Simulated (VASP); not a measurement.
# InSb3 (Cmmm) in VASP: further runs

InSb3 is run at these levels: PBEsol; tasks: single point.

Program: VASP 6.6.1. These are calculated values, not measurements. Logs are shortened: lines on timing, memory, paths and dates and some standing lists are left out, and cuts for length are marked.

### Step 1. The cell of the first run

It takes space group Cmmm (No. 65, orthorhombic). The conventional cell has a = 6.661 Å, b = 6.933 Å, c = 4.806 Å, α = 90.00°, β = 90.00°, γ = 90.00°. Within 4.4 Å of Sb (site symmetry mmm) lie 4 In at 3.33 to 3.47 Å and 8 Sb at 3.40 Å. Sb (site symmetry 2/m) has 8 Sb at 3.33 to 3.47 Å and 4 In at 3.40 Å within 4.4 Å. In (site symmetry mmm) has 12 Sb at 3.33 to 3.47 Å within 4.4 Å.

### Step 2. Single point, PBEsol

INCAR reads:

```
PREC     = Accurate       # precision mode
ENCUT    = 520            # plane-wave cutoff, eV
EDIFF    = 1E-6           # SCF threshold, eV
ISMEAR   = -1             # smearing method
SIGMA    = 0.05           # smearing width, eV
LREAL    = F              # projectors in reciprocal space
LASPH    = T              # aspherical terms in the spheres
NELM     = 60             # most SCF steps
ALGO     = Normal         # electronic algorithm
ISIF     = 2              # what is computed and relaxed
LWAVE    = F              # write WAVECAR
LCHARG   = F              # write CHGCAR
GGA      = PS             # functional
NBANDS   = 22             # bands
```

KPOINTS reads:

```
Automatic mesh
0
Gamma
  5 5 5
```

POSCAR reads:

```
InSb3
1.0
    4.8063670000     -0.0961273400      0.0000000000
   -0.0961273400      4.8063670000      0.0000000000
    0.0000000000      0.0000000000      4.8063670000
Sb In
3 1
Direct
    0.5000000000      0.5000000000      0.0000000000
    0.0000000000      0.5000000000      0.5000000000
    0.5000000000      0.0000000000      0.5000000000
    0.0000000000      0.0000000000      0.0000000000
```

Potentials or basis: VASP PAW PBE potentials, release 64 (Sb, In_d).

Command:

```console
> cat potpaw_PBE.64/Sb/POTCAR potpaw_PBE.64/In_d/POTCAR > POTCAR
> mpirun -np 1 vasp_std > vasp.out
```

OUTCAR:

```text
PREC = Accurate
   ENCUT = 520
   EDIFF = 1E-6
   ISMEAR = -1
   LREAL = F
   LASPH = T
   NELM = 60
   ISIF = 2
   GGA = PS

 ion  position               nearest neighbor table
   1  0.500  0.500  0.000-   4 3.33   4 3.33   2 3.40   2 3.40   3 3.40   3 3.40   3 3.40   2 3.40
                             2 3.40   3 3.40   4 3.47   4 3.47
   2  0.000  0.500  0.500-   3 3.33   3 3.33   4 3.40   1 3.40   4 3.40   4 3.40   4 3.40   1 3.40
                             1 3.40   1 3.40   3 3.47   3 3.47
   3  0.500  0.000  0.500-   2 3.33   2 3.33   4 3.40   1 3.40   4 3.40   1 3.40   1 3.40   4 3.40
                             4 3.40   1 3.40   2 3.47   2 3.47
   4  0.000  0.000  0.000-   1 3.33   1 3.33   3 3.40   2 3.40   3 3.40   2 3.40   2 3.40   3 3.40
                             3 3.40   2 3.40   1 3.47   1 3.47

  LATTYP: Found a base centered orthorhombic cell.
 ALAT       =     6.6612848092
 B/A-ratio  =     1.0408163265
 C/A-ratio  =     0.7215375318

  Lattice vectors:

 A1 = (   4.8063670000,  -0.0961273400,   0.0000000000)
 A2 = (  -0.0961273400,   4.8063670000,   0.0000000000)
 A3 = (   0.0000000000,   0.0000000000,   4.8063670000)

Analysis of symmetry for initial positions (statically):
=====================================================================
 Subroutine PRICEL returns:
 Original cell was already a primitive cell.

 Routine SETGRP: Setting up the symmetry group for a
 base centered orthorhombic supercell.

 Subroutine GETGRP returns: Found  8 space group operations
 (whereof  8 operations were pure point group operations)
 out of a pool of  8 trial point group operations.

The static configuration has the point symmetry D_2h.

Analysis of symmetry for dynamics (positions and initial velocities):
=====================================================================
 Subroutine PRICEL returns:
 Original cell was already a primitive cell.

 Routine SETGRP: Setting up the symmetry group for a
 base centered orthorhombic supercell.

 Subroutine GETGRP returns: Found  8 space group operations
 (whereof  8 operations were pure point group operations)
 out of a pool of  8 trial point group operations.

The dynamic configuration has the point symmetry D_2h.

 Subroutine INISYM returns: Found  8 space group operations
 (whereof  8 operations are pure point group operations),
 and found     1 'primitive' translations

----------------------------------------------------------------------------------------

                                     Primitive cell

  volume of cell :     110.9883

  direct lattice vectors                    reciprocal lattice vectors
     4.806367000 -0.096127340  0.000000000     0.208140610  0.004162812  0.000000000
    -0.096127340  4.806367000  0.000000000     0.004162812  0.208140610  0.000000000
     0.000000000  0.000000000  4.806367000     0.000000000  0.000000000  0.208057354

  length of vectors
     4.807328177  4.807328177  4.806367000     0.208182234  0.208182234  0.208057354

  position of ions in fractional coordinates (direct lattice)
     0.500000000  0.500000000  0.000000000
     1.000000000  0.500000000  0.500000000
     0.500000000  1.000000000  0.500000000
     0.000000000  0.000000000  0.000000000

  ion indices of the primitive-cell ions
   primitive index   ion index
                 1           1
                 2           2
                 3           3
                 4           4

----------------------------------------------------------------------------------------

 KPOINTS: Automatic mesh

Automatic generation of k-mesh.
 Grid dimensions read from file:
 generate k-points for:    5    5    5

 Generating k-lattice:

  Cartesian coordinates                     Fractional coordinates (reciprocal lattice)
     0.041628122  0.000832562  0.000000000     0.200000000  0.000000000  0.000000000
     0.000832562  0.041628122  0.000000000     0.000000000  0.200000000  0.000000000
     0.000000000  0.000000000  0.041611471     0.000000000  0.000000000  0.200000000

  Length of vectors
     0.041636447  0.041636447  0.041611471

  Shift w.r.t. Gamma in fractional coordinates (k-lattice)
     0.000000000  0.000000000  0.000000000

 Subroutine IBZKPT returns following result:
 ===========================================

 Found     27 irreducible k-points:

 Following reciprocal coordinates:
            Coordinates               Weight
  0.000000  0.000000  0.000000      1.000000
  0.200000  0.000000  0.000000      4.000000
  0.400000  0.000000  0.000000      4.000000
  0.200000  0.200000  0.000000      2.000000
  0.400000  0.200000  0.000000      4.000000
 -0.400000  0.200000  0.000000      4.000000
[... 16 lines left out ...]
  0.400000  0.200000  0.400000      8.000000
 -0.400000  0.200000  0.400000      8.000000
 [... further k-points ...]
   k-points           NKPTS =     27   k-points in BZ     NKDIM =     27   number of bands    NBANDS=     22
   number of dos      NEDOS =    301   number of ions     NIONS =      4
   total plane-waves  NPLWV =  46656
   dimension x,y,z NGX =    36 NGY =   36 NGZ =   36
   dimension x,y,z NGXF=    72 NGYF=   72 NGZF=   72
   ions per type =               3   1
   NGX,Y,Z   is equivalent  to a cutoff of  12.45, 12.45, 12.45 a.u.
   NGXF,Y,Z  is equivalent  to a cutoff of  24.90, 24.90, 24.90 a.u.
 SYSTEM =  unknown system
   PREC   = accura    normal or accurate (medium, high low for compatibility)
   ISTART =      0    job   : 0-new  1-cont  2-samecut
   ICHARG =      2    charge: 1-file 2-atom 10-const
   ISPIN  =      1    spin polarized calculation?
   LNONCOLLINEAR =      F non collinear calculations
   LSORBIT =      F    spin-orbit coupling
   LASPH  =      T    aspherical Exc in radial PAW
   ENCUT  =  520.0 eV  38.22 Ry    6.18 a.u.   8.94  8.94  8.94*2*pi/ulx,y,z
   NELM   =     60;   NELMIN=  2; NELMDL= -5     # of ELM steps
   EDIFF  = 0.1E-05   stopping-criterion for ELM
   LREAL  =      F    real-space projection
   EDIFFG = 0.1E-04   stopping-criterion for IOM
   NSW    =      0    number of steps for IOM
   IBRION =     -1    ionic relax: 0-MD 1-quasi-New 2-CG
   NFREE  =      0    steps in history (QN), initial steepest desc. (CG)
   ISIF   =      2    stress and relaxation
   ISYM   =      2    0-nonsym 1-usesym 2-fastsym
   POTIM  = 0.5000    time-step for ionic-motion
   TEBEG  =    0.0;   TEEND  =   0.0 temperature during run
   PSTRESS=    0.0 pullay stress
   NELECT =      28.0000    total number of electrons
   NUPDOWN=      -1.0000    fix difference up-down
   EMIN   =  10.00;   EMAX   =-10.00  energy-range for DOS
   EFERMI =   0.00;   METHOD = LEGACY
   ISMEAR =    -1;   SIGMA  =   0.05  broadening in eV -4-tet -1-fermi 0-gaus
   EFERMI_NEDOS =   21; number of points for ismear=-14 and -15
   IALGO  =     38    algorithm
   IMIX   =      4    mixing-type and parameters
     AMIX     =   0.40;   BMIX     =  1.00
     AMIX_MAG =   1.60;   BMIX_MAG =  1.00
  volume/ion in A,a.u.               =      27.75       187.25
  Fermi-wavevector in a.u.,A,eV,Ry     =   1.034432  1.954793 14.558900  1.070049
  Thomas-Fermi vector in A             =   2.168727
   LORBIT       =      0    0 simple, 1 ext, 2 COOP (PROOUT), +10 PAW based schemes
   GGA     = PS    functional components
   LHFCALC =     F    Hartree Fock is set to
   AEXX    =    0.0000 exact exchange contribution
   IVDW    =     0    specifies the selected vdW correction
   LEPSILON=     F    determine dielectric tensor
   LRPA    =     F    only Hartree local field effects (RPA)
 non-spin polarized calculation
  energy-cutoff  :      520.00
  volume of cell :      110.99
 maximum number of plane-waves:      3004
   NGX = 17   NGY = 17   NGZ = 17

 number of electron      28.0000013 magnetization

 Free energy of the ion-electron system (eV)
  ---------------------------------------------------
  ext. energy  EPLUGINS =         0.00000000
  ---------------------------------------------------
  free energy    TOTEN  =       -15.96120519 eV

  energy without entropy =      -15.93854383  energy(sigma->0) =      -15.94987451

 E-fermi :   7.6754     XC(G=0): -10.1780

 val. band max:        7.5965159946   @ k =  -0.4000   0.2000   0.4000
 cond. band min:       7.6788200162   @ k =   0.2000   0.0000   0.0000
 fundamental gap:      0.0823040216
 Fermi energy:         7.6754303076

 k-point     1 :       0.0000    0.0000    0.0000
  band No.  band energies     occupation
      1      -6.8060      2.00000
      2      -6.8057      2.00000
      3      -6.7917      2.00000
      4      -6.7901      2.00000
      5      -6.7855      2.00000
      6      -4.4864      2.00000
[... 14 lines left out ...]
     21      12.5393      0.00000
     22      12.8406      0.00000

 k-point     2 :       0.2000    0.0000    0.0000
  band No.  band energies     occupation
      1      -6.8040      2.00000
      2      -6.8004      2.00000
      3      -6.7942      2.00000
      4      -6.7937      2.00000
      5      -6.7868      2.00000
      6      -4.2441      2.00000
[... 14 lines left out ...]
     21      13.0573      0.00000
     22      13.2933      0.00000

 k-point     3 :       0.4000    0.0000    0.0000
  band No.  band energies     occupation
      1      -6.8021      2.00000
      2      -6.7997      2.00000
      3      -6.7992      2.00000
      4      -6.7910      2.00000
      5      -6.7874      2.00000
      6      -3.5711      2.00000
[... 14 lines left out ...]
     21      11.9684      0.00000
     22      13.6072      0.00000

 k-point     4 :       0.2000    0.2000    0.0000
  band No.  band energies     occupation
      1      -6.8008      2.00000
      2      -6.7985      2.00000
      3      -6.7961      2.00000
      4      -6.7953      2.00000
      5      -6.7894      2.00000
      6      -3.9792      2.00000
[... 14 lines left out ...]
     21      12.6920      0.00000
     22      13.6249      0.00000

 k-point     5 :       0.4000    0.2000    0.0000
  band No.  band energies     occupation
      1      -6.8091      2.00000
      2      -6.7998      2.00000
      3      -6.7964      2.00000
      4      -6.7908      2.00000
      5      -6.7871      2.00000
      6      -3.2903      2.00000
[... 14 lines left out ...]
     21      12.7399      0.00000
     22      14.5460      0.00000

 k-point     6 :      -0.4000    0.2000    0.0000
  band No.  band energies     occupation
      1      -6.8107      2.00000
      2      -6.7999      2.00000
      3      -6.7961      2.00000
      4      -6.7905      2.00000
      5      -6.7869      2.00000
      6      -3.3685      2.00000
[... 14 lines left out ...]
     21      13.1226      0.00000
     22      14.9029      0.00000

 k-point     7 :      -0.2000    0.2000    0.0000
  band No.  band energies     occupation
      1      -6.8046      2.00000
      2      -6.7969      2.00000
      3      -6.7957      2.00000
      4      -6.7957      2.00000
      5      -6.7889      2.00000
      6      -4.0240      2.00000
[... 324 lines left out ...]
      6      -3.3280      2.00000
[... 14 lines left out ...]
     21      12.8854      0.00000
     22      14.6733      0.00000

 k-point    21 :       0.4000    0.0000    0.4000
  band No.  band energies     occupation
      1      -6.8216      2.00000
      2      -6.7999      2.00000
      3      -6.7973      2.00000
      4      -6.7929      2.00000
      5      -6.7777      2.00000
      6      -2.6536      2.00000
[... 14 lines left out ...]
     21      13.3623      0.00000
     22      14.3671      0.00000

 k-point    22 :       0.2000    0.2000    0.4000
  band No.  band energies     occupation
      1      -6.8094      2.00000
      2      -6.8044      2.00000
      3      -6.7982      2.00000
      4      -6.7917      2.00000
      5      -6.7841      2.00000
      6      -3.0650      2.00000
[... 14 lines left out ...]
     21      12.3304      0.00000
     22      13.9779      0.00000

 k-point    23 :       0.4000    0.2000    0.4000
  band No.  band energies     occupation
      1      -6.8205      2.00000
      2      -6.8070      2.00000
      3      -6.8048      2.00000
      4      -6.7864      2.00000
      5      -6.7769      2.00000
      6      -2.3911      2.00000
[... 14 lines left out ...]
     21      13.2809      0.00000
     22      14.6743      0.00000

 k-point    24 :      -0.4000    0.2000    0.4000
  band No.  band energies     occupation
      1      -6.8211      2.00000
      2      -6.8082      2.00000
      3      -6.8041      2.00000
      4      -6.7863      2.00000
      5      -6.7768      2.00000
      6      -2.4873      2.00000
[... 14 lines left out ...]
     21      13.4485      0.00000
     22      14.5969      0.00000

 [... further k-points ...]

------------------------ aborting loop because EDIFF is reached ----------------------------------------

  FORCE on cell =-STRESS in cart. coord.  units (eV):
  Direction    XX          YY          ZZ          XY          YZ          ZX
  --------------------------------------------------------------------------------------
  -------------------------------------------------------------------------------------
  Total       -1.6629484     -1.6629484     -1.7844992     -0.1006343      0.0000000      0.0000000
  in kB      -24.0055863    -24.0055863    -25.7602398     -1.4527120      0.0000000      0.0000000
  external PRESSURE =     -24.5904708 kB  Pullay stress =       0.0000000 kB

 VOLUME and BASIS-vectors are now :
 -----------------------------------------------------------------------------
  energy-cutoff  :      520.00
  volume of cell :      110.99
      direct lattice vectors                 reciprocal lattice vectors
     4.806367000 -0.096127340  0.000000000     0.208140610  0.004162812  0.000000000
    -0.096127340  4.806367000  0.000000000     0.004162812  0.208140610  0.000000000
     0.000000000  0.000000000  4.806367000     0.000000000  0.000000000  0.208057354

 POSITION                                       TOTAL-FORCE (eV/Angst)
 -----------------------------------------------------------------------------------
      2.35512      2.35512      0.00000         0.000000      0.000000      0.000000
     -0.04806      2.40318      2.40318        -0.000000      0.000000      0.000000
      2.40318     -0.04806      2.40318         0.000000      0.000000      0.000000
      0.00000      0.00000      0.00000        -0.000000      0.000000      0.000000
 -----------------------------------------------------------------------------------
    total drift:                               -0.000000     -0.000000     -0.000000

  FREE ENERGIE OF THE ION-ELECTRON SYSTEM (eV)
  ---------------------------------------------------
  free  energy   TOTEN  =       -15.9612051949 eV

  energy  without entropy=      -15.9385438289  energy(sigma->0) =      -15.94987451
```

It took 22 s on 1 thread of AMD EPYC 9R45 (Zen 5), shared host; peak memory 0.2 GiB.

Results:

- Free energy: -15.9612 eV
- Pressure: -2.5 GPa
- Band gap on the k mesh: zero (band 14 reaches 10.07 eV, above the bottom of band 15 at 6.95 eV)

Caveat: the PAW data sets were made with another functional, which shifts forces and pressure a little; spin-orbit coupling is left out, which moves the levels of the heavy elements.

### Step 3. Single point, PBEsol

INCAR reads:

```
SYSTEM = InSb3
PREC = Accurate
ENCUT = 520
EDIFF = 1E-7
ISMEAR = -1
SIGMA = 0.05
LREAL = .False.
LASPH = .True.
NELM = 80
ALGO = Normal
ISIF = 2
LWAVE = .False.
LCHARG = .False.
GGA = PS
NBANDS = 22
```

KPOINTS reads:

```
Automatic mesh
0
Gamma
  5 5 5
  0 0 0
```

Changes to POSCAR since step 2:

```diff
@@ -2,4 +2,4 @@
 1.0
-    4.8063670000     -0.0961273400      0.0000000000
-   -0.0961273400      4.8063670000      0.0000000000
+    4.8063670000      0.0961273400      0.0000000000
+    0.0961273400      4.8063670000      0.0000000000
     0.0000000000      0.0000000000      4.8063670000
```

Potentials or basis: VASP PAW PBE potentials, release 64 (Sb, In_d).

Command:

```console
> cat potpaw_PBE.64/Sb/POTCAR potpaw_PBE.64/In_d/POTCAR > POTCAR
> mpirun -np 1 vasp_std > vasp.out
```

Run time: 26 s. Hardware: 1 thread of AMD EPYC 9R45 (Zen 5), shared host; peak memory 0.2 GiB.

Results (log left out):

```
Free energy            : -15.9612 eV
Pressure               : -2.5 GPa
Band gap on the k mesh : zero (band 14 reaches 10.07 eV, above the bottom of band 15 at 6.95 eV)
```

Stress tensor (GPa, compression positive):
```
-2.40  0.15  0.00
 0.15 -2.40  0.00
 0.00  0.00 -2.58
```

Levels at points of the mesh, in eV from the Fermi level:
```csv
k point,band 11,band 12,band 13,band 14,band 15,band 16,band 17,band 18
"(0.00, 0.00, 0.00)",-4.21,-3.63,0.20,0.48,0.66,1.57,1.73,2.01
```

Caveat: the PAW data sets were made with another functional, which shifts forces and pressure a little; spin-orbit coupling is left out, which moves the levels of the heavy elements.
